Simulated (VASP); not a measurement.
Here is a VASP 6.6.1 calculation.

The input INCAR:

```
ALGO = Normal
EDIFF = 1E-6
EDIFFG = -0.002
ENCUT = 600
GGA = PS
IBRION = 2
ISIF = 3
ISMEAR = 0
LASPH = T
LCHARG = F
LREAL = F
LWAVE = F
NELM = 100
NSW = 100
PREC = Accurate
PSTRESS = 100.0
SIGMA = 0.01
```

The input KPOINTS:

```
k-points
0
Gamma
  8 8 8
```

Contents of POSCAR:

```
AgCl
1.0
    0.0000000000      2.7237519381      2.7237519381
    2.7237519381      0.0000000000      2.7237519381
    2.7237519381      2.7237519381      0.0000000000
Ag Cl
1 1
Direct
    0.0000000000      0.0000000000      0.0000000000
    0.5000000000      0.5000000000      0.5000000000
```

Potentials or basis: VASP PAW PBE potentials, release 64 (Ag, Cl).

Launch:

```sh
$ cat potpaw_PBE.64/Ag/POTCAR potpaw_PBE.64/Cl/POTCAR > POTCAR
$ mpirun -np 1 vasp_std > vasp.out
```

Q: Predict the band gap on the k mesh.

A: 0.77 eV (least direct gap 3.47 eV).

Q: Estimate the space group after relaxing (to 0.1 Å).

A: Fm-3m (No. 225).

Q: What does it give for the relaxed cell?

A: a = 3.692 Å, b = 3.692 Å, c = 3.692 Å, α = 60.00°, β = 60.00°, γ = 60.00°.

The path:
```csv
step,energy change (eV),largest force (eV/Å),pressure (GPa),volume (Å³)
1,0.0000,0.0000,-0.07,40.41
2,0.3143,0.0000,17.69,33.43
3,0.1297,0.0000,9.94,35.61
4,0.1355,0.0000,10.22,35.52
5,0.1282,0.0000,9.91,35.64
6,0.1303,0.0000,9.98,35.60
7,0.1308,0.0000,10.01,35.59
```

Caveat: the cell is relaxed towards a set pressure, so the run minimises the enthalpy, not the energy; semilocal functionals underestimate gaps, and a narrow one can read as zero; the PAW data sets were made with another functional, which shifts forces and pressure a little. A k mesh can miss the band edges.
